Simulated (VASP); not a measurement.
# Pb (I4/mmm) in VASP: further runs

Pb is run at these levels: PBE; tasks: single point.

All numbers are computed with VASP 6.6.1; they aren't measurements. Logs are shortened: lines on timing, memory, paths and dates and some standing lists are left out, and cuts for length are marked.

## 1. The cell of the first run

The structure is tetragonal, space group I4/mmm (No. 139). The conventional cell has a = 4.032 Å, b = 4.032 Å, c = 3.707 Å, α = 90.00°, β = 90.00°, γ = 90.00°. Within 4.5 Å of Pb (site symmetry 4/mmm) lie 14 Pb at 3.40 to 4.03 Å.

## 2. Single point, PBE

INCAR

```
PREC = Accurate
ENCUT = 520
EDIFF = 1E-6
ISMEAR = 0
SIGMA = 0.15
LREAL = F
LASPH = T
NELM = 100
ALGO = Fast
ISIF = 2
LWAVE = F
LCHARG = T
GGA = PE
LELF = T
LVHAR = T
NBANDS = 13
```

KPOINTS

```
Automatic mesh
0
Gamma
  18 18 18
```

POSCAR

```
Pb
1.0
    0.0000000000      2.8511758298      1.8532642894
    2.8511758298      0.0000000000      1.8532642894
    2.8511758298      2.8511758298      0.0000000000
Pb
1
Direct
    0.0000000000      0.0000000000      0.0000000000
```

Potentials or basis: VASP PAW PBE potentials, release 64 (Pb_d).

Started as:

```console
cat potpaw_PBE.64/Pb_d/POTCAR > POTCAR
mpirun -np 1 vasp_std > vasp.out
```

OUTCAR:

```text
PREC = Accurate
   ENCUT = 520
   EDIFF = 1E-6
   ISMEAR = 0
   LREAL = F
   LASPH = T
   NELM = 100
   ISIF = 2
   GGA = PE

 ion  position               nearest neighbor table
   1  0.000  0.000  0.000-

  LATTYP: Found a body centered tetragonal cell.
 ALAT       =     4.0321715272
 C/A-ratio  =     0.9192388156

  Lattice vectors:

 A1 = (   0.0000000000,  -2.8511758298,  -1.8532642894)
 A2 = (   0.0000000000,   2.8511758298,  -1.8532642894)
 A3 = (   2.8511758298,   0.0000000000,   1.8532642894)

Analysis of symmetry for initial positions (statically):
=====================================================================
 Subroutine PRICEL returns:
 Original cell was already a primitive cell.

 Routine SETGRP: Setting up the symmetry group for a
 body centered tetragonal supercell.

 Subroutine GETGRP returns: Found 16 space group operations
 (whereof 16 operations were pure point group operations)
 out of a pool of 16 trial point group operations.

The static configuration has the point symmetry D_4h.

Analysis of symmetry for dynamics (positions and initial velocities):
=====================================================================
 Subroutine PRICEL returns:
 Original cell was already a primitive cell.

 Routine SETGRP: Setting up the symmetry group for a
 body centered tetragonal supercell.

 Subroutine GETGRP returns: Found 16 space group operations
 (whereof 16 operations were pure point group operations)
 out of a pool of 16 trial point group operations.

The dynamic configuration has the point symmetry D_4h.

 Subroutine INISYM returns: Found 16 space group operations
 (whereof 16 operations are pure point group operations),
 and found     1 'primitive' translations

----------------------------------------------------------------------------------------

                                     Primitive cell

  volume of cell :      30.1311

  direct lattice vectors                    reciprocal lattice vectors
     0.000000000  2.851175830  1.853264289    -0.175366245  0.175366245  0.269794224
     2.851175830  0.000000000  1.853264289     0.175366245 -0.175366245  0.269794224
     2.851175830  2.851175830  0.000000000     0.175366245  0.175366245 -0.269794224

  length of vectors
     3.400557622  3.400557622  4.032171527     0.366463590  0.366463590  0.366463590

  position of ions in fractional coordinates (direct lattice)
     0.000000000  0.000000000  0.000000000

  ion indices of the primitive-cell ions
   primitive index   ion index
                 1           1

----------------------------------------------------------------------------------------

 KPOINTS: Automatic mesh

Automatic generation of k-mesh.
 Grid dimensions read from file:
 generate k-points for:   18   18   18

 Generating k-lattice:

  Cartesian coordinates                     Fractional coordinates (reciprocal lattice)
    -0.009742569  0.009742569  0.014988568     0.055555556  0.000000000  0.000000000
     0.009742569 -0.009742569  0.014988568     0.000000000  0.055555556  0.000000000
     0.009742569  0.009742569 -0.014988568     0.000000000  0.000000000  0.055555556

  Length of vectors
     0.020359088  0.020359088  0.020359088

  Shift w.r.t. Gamma in fractional coordinates (k-lattice)
     0.000000000  0.000000000  0.000000000

 Subroutine IBZKPT returns following result:
 ===========================================

 Found    480 irreducible k-points:

 Following reciprocal coordinates:
            Coordinates               Weight
  0.000000  0.000000  0.000000      1.000000
  0.055556 -0.000000  0.000000      8.000000
  0.111111 -0.000000  0.000000      8.000000
  0.166667  0.000000  0.000000      8.000000
  0.222222 -0.000000  0.000000      8.000000
  0.277778  0.000000  0.000000      8.000000
[... 16 lines left out ...]
 -0.277778  0.055556  0.000000      8.000000
 -0.222222  0.055556  0.000000      8.000000
 [... further k-points ...]
   k-points           NKPTS =    480   k-points in BZ     NKDIM =    480   number of bands    NBANDS=     13
   number of dos      NEDOS =    301   number of ions     NIONS =      1
   total plane-waves  NPLWV =  23520
   dimension x,y,z NGX =    28 NGY =   28 NGZ =   30
   dimension x,y,z NGXF=    56 NGYF=   56 NGZF=   60
   ions per type =               1
   NGX,Y,Z   is equivalent  to a cutoff of  13.69, 13.69, 12.37 a.u.
   NGXF,Y,Z  is equivalent  to a cutoff of  27.38, 27.38, 24.74 a.u.
 SYSTEM =  unknown system
   PREC   = accura    normal or accurate (medium, high low for compatibility)
   ISTART =      0    job   : 0-new  1-cont  2-samecut
   ICHARG =      2    charge: 1-file 2-atom 10-const
   ISPIN  =      1    spin polarized calculation?
   LNONCOLLINEAR =      F non collinear calculations
   LSORBIT =      F    spin-orbit coupling
   LASPH  =      T    aspherical Exc in radial PAW
   ENCUT  =  520.0 eV  38.22 Ry    6.18 a.u.   6.32  6.32  7.50*2*pi/ulx,y,z
   NELM   =    100;   NELMIN=  2; NELMDL= -5     # of ELM steps
   EDIFF  = 0.1E-05   stopping-criterion for ELM
   LREAL  =      F    real-space projection
   EDIFFG = 0.1E-04   stopping-criterion for IOM
   NSW    =      0    number of steps for IOM
   IBRION =     -1    ionic relax: 0-MD 1-quasi-New 2-CG
   NFREE  =      0    steps in history (QN), initial steepest desc. (CG)
   ISIF   =      2    stress and relaxation
   ISYM   =      2    0-nonsym 1-usesym 2-fastsym
   POTIM  = 0.5000    time-step for ionic-motion
   TEBEG  =    0.0;   TEEND  =   0.0 temperature during run
   PSTRESS=    0.0 pullay stress
   NELECT =      14.0000    total number of electrons
   NUPDOWN=      -1.0000    fix difference up-down
   EMIN   =  10.00;   EMAX   =-10.00  energy-range for DOS
   EFERMI =   0.00;   METHOD = LEGACY
   ISMEAR =     0;   SIGMA  =   0.15  broadening in eV -4-tet -1-fermi 0-gaus
   EFERMI_NEDOS =   21; number of points for ismear=-14 and -15
   IALGO  =     68    algorithm
   IMIX   =      4    mixing-type and parameters
     AMIX     =   0.40;   BMIX     =  1.00
     AMIX_MAG =   1.60;   BMIX_MAG =  1.00
  volume/ion in A,a.u.               =      30.13       203.33
  Fermi-wavevector in a.u.,A,eV,Ry     =   1.267980  2.396135 21.875082  1.607773
  Thomas-Fermi vector in A             =   2.401099
   LORBIT       =      0    0 simple, 1 ext, 2 COOP (PROOUT), +10 PAW based schemes
   GGA     = PE    functional components
   LHFCALC =     F    Hartree Fock is set to
   AEXX    =    0.0000 exact exchange contribution
   IVDW    =     0    specifies the selected vdW correction
   LEPSILON=     F    determine dielectric tensor
   LRPA    =     F    only Hartree local field effects (RPA)
 non-spin polarized calculation
 RMM-DIIS sequential band-by-band and
 Gauss-broadening in eV      SIGMA  =   0.15
  energy-cutoff  :      520.00
  volume of cell :       30.13
 maximum number of plane-waves:       831
 NGX is ok and might be reduce to    28

 number of electron      13.9999999 magnetization

 Free energy of the ion-electron system (eV)
  ---------------------------------------------------
  ext. energy  EPLUGINS =         0.00000000
  ---------------------------------------------------
  free energy    TOTEN  =        -3.51923717 eV

  energy without entropy =       -3.51319357  energy(sigma->0) =       -3.51621537

 E-fermi :   7.3440     XC(G=0): -10.2172

 val. band max:        7.3413665230   @ k =   0.4444   0.3333   0.1111
 cond. band min:       7.3473481757   @ k =   0.3333  -0.0000   0.2222
 fundamental gap:      0.0059816527
 Fermi energy:         7.3440364623

 k-point     1 :       0.0000    0.0000    0.0000
  band No.  band energies     occupation
      1      -9.8155      2.00000
      2      -9.7580      2.00000
      3      -9.7580      2.00000
      4      -9.5824      2.00000
      5      -9.5141      2.00000
      6      -4.4509      2.00000
      7      14.7290      0.00000
      8      14.7290      0.00000
      9      15.4989      0.00000
     10      18.3678      0.00000
     11      18.3678      0.00000
     12      18.9780      0.00000
     13      19.2487      0.00000

 k-point     2 :       0.0556   -0.0000    0.0000
  band No.  band energies     occupation
      1      -9.8111      2.00000
      2      -9.7557      2.00000
      3      -9.7539      2.00000
      4      -9.5812      2.00000
      5      -9.5170      2.00000
      6      -4.3855      2.00000
      7      14.3053      0.00000
      8      14.5062      0.00000
      9      15.1137      0.00000
     10      17.9899      0.00000
     11      18.1697      0.00000
     12      18.9763      0.00000
     13      19.4207      0.00000

 k-point     3 :       0.1111   -0.0000    0.0000
  band No.  band energies     occupation
      1      -9.8075      2.00000
      2      -9.7498      2.00000
      3      -9.7329      2.00000
      4      -9.5776      2.00000
      5      -9.5248      2.00000
      6      -4.1890      2.00000
      7      12.9837      0.00000
      8      13.9489      0.00000
      9      14.5800      0.00000
     10      17.2508      0.00000
     11      17.7460      0.00000
     12      18.8060      0.00000
     13      20.3602      0.00000
[... 305 lines left out ...]
 k-point    23 :      -0.2778    0.0556    0.0000
  band No.  band energies     occupation
      1      -9.8302      2.00000
      2      -9.7400      2.00000
      3      -9.5751      2.00000
      4      -9.5565      2.00000
      5      -9.5501      2.00000
      6      -2.8191      2.00000
      7       8.0329      0.00000
      8      11.4755      0.00000
      9      12.5504      0.00000
     10      16.1056      0.00000
     11      17.0735      0.00000
     12      19.4889      0.00000
     13      22.1510      0.00000

 k-point    24 :      -0.2222    0.0556    0.0000
  band No.  band energies     occupation
      1      -9.8151      2.00000
      2      -9.7329      2.00000
      3      -9.6246      2.00000
      4      -9.5883      2.00000
      5      -9.5415      2.00000
      6      -3.3870      2.00000
      7       9.6808      0.00000
      8      12.0924      0.00000
      9      13.0612      0.00000
     10      16.5348      0.00000
     11      17.4603      0.00000
     12      18.9521      0.00000
     13      22.1403      0.00000

 [... further k-points ...]
[... 5 lines left out ...]
  --------------------------------------------------------------------------------------
  -------------------------------------------------------------------------------------
  Total        0.5403201      0.5403201      0.3375339      0.0000000      0.0000000     -0.0000000
  in kB       28.7307111     28.7307111     17.9478591      0.0000000      0.0000000     -0.0000000
  external PRESSURE =      25.1364271 kB  Pullay stress =       0.0000000 kB

 VOLUME and BASIS-vectors are now :
 -----------------------------------------------------------------------------
  energy-cutoff  :      520.00
  volume of cell :       30.13
      direct lattice vectors                 reciprocal lattice vectors
     0.000000000  2.851175830  1.853264289    -0.175366245  0.175366245  0.269794224
     2.851175830  0.000000000  1.853264289     0.175366245 -0.175366245  0.269794224
     2.851175830  2.851175830  0.000000000     0.175366245  0.175366245 -0.269794224

 POSITION                                       TOTAL-FORCE (eV/Angst)
 -----------------------------------------------------------------------------------
      0.00000      0.00000      0.00000         0.000000      0.000000     -0.000000
 -----------------------------------------------------------------------------------
    total drift:                               -0.000000     -0.000000     -0.000000

  FREE ENERGIE OF THE ION-ELECTRON SYSTEM (eV)
  ---------------------------------------------------
  free  energy   TOTEN  =        -3.5192371694 eV

  energy  without entropy=       -3.5131935694  energy(sigma->0) =       -3.51621537
```

Wall time 2.3 min (1 thread of Intel Xeon 6975P-C, shared host); peak memory 0.3 GiB.

Results:

```yaml
Free_energy: -3.5192 eV
Pressure: 2.5 GPa
Band_gap_on_the_k_mesh: zero (band 7 reaches 14.73 eV, above the bottom of band 8 at 5.36 eV)
```

Stress tensor (GPa, compression positive):
```
2.87 0.00 0.00
0.00 2.87 0.00
0.00 0.00 1.79
```

Levels at points of the mesh, in eV from the Fermi level:
```
           k point  band 5  band 6  band 7  band 8  band 9  band 10
(0.00, 0.00, 0.00)  -16.86  -11.79    7.38    7.38    8.15    11.02
(0.50, 0.00, 0.00)  -16.73   -7.71   -3.99    3.21    4.73     7.25
(0.50, 0.50, 0.00)  -16.75   -5.23   -0.84   -0.84    0.70     4.21
(0.50, 0.00, 0.50)  -16.74   -8.17   -4.21    4.24    6.13     8.52
```

Caveat: spin-orbit coupling is left out, which moves the levels of the heavy elements.

## 3. Single point, PBE

This run uses another cell than the first one, of the same volume but with other edges.

INCAR

```
SYSTEM = Pb
PREC = Accurate ; ENCUT = 520
EDIFF = 1E-7 ; ISMEAR = 0
SIGMA = 0.15 ; LREAL = .FALSE.
LASPH = .TRUE. ; NELM = 80
ALGO = Fast ; ISIF = 2
LWAVE = .FALSE. ; LCHARG = .TRUE.
GGA = PE ; LELF = .TRUE.
LVHAR = .TRUE. ; NBANDS = 13
```

KPOINTS

```
Automatic mesh
0
G
  18 18 18
  0 0 0
```

POSCAR

```
Pb
1.0
    0.0000000000      2.1575690318      3.2363535477
    2.1575690318      0.0000000000      3.2363535477
    2.1575690318      2.1575690318      0.0000000000
Pb
1
Direct
    0.0000000000      0.0000000000      0.0000000000
```

Potentials or basis: VASP PAW PBE potentials, release 64 (Pb_d).

Started as:

```console
cat potpaw_PBE.64/Pb_d/POTCAR > POTCAR
mpirun -np 1 vasp_std > vasp.out
```

Wall time 2.4 min (1 thread of Intel Xeon 6975P-C, shared host); peak memory 0.29 GiB.

It converged, with:

```yaml
Free_energy: -3.2884 eV
Pressure: 6.5 GPa
Band_gap_on_the_k_mesh: zero (band 7 reaches 11.52 eV, above the bottom of band 8 at 5.22 eV)
```

Stress tensor (GPa, compression positive):
```
10.83  0.00  0.00
 0.00 10.83  0.00
 0.00  0.00 -2.15
```

Levels at points of the mesh, in eV from the Fermi level:
```
           k point  band 5  band 6  band 7  band 8  band 9  band 10
(0.00, 0.00, 0.00)  -16.75  -11.99    3.70    7.77    8.00     8.00
(0.50, 0.00, 0.00)  -16.76   -7.93   -4.25    1.87    5.85     9.88
(0.50, 0.50, 0.00)  -16.74   -9.91   -4.51    5.79    5.79     9.55
(0.50, 0.00, 0.50)  -16.47   -4.79   -2.12   -0.16    2.88     4.83
```

Caveat: spin-orbit coupling is left out, which moves the levels of the heavy elements.
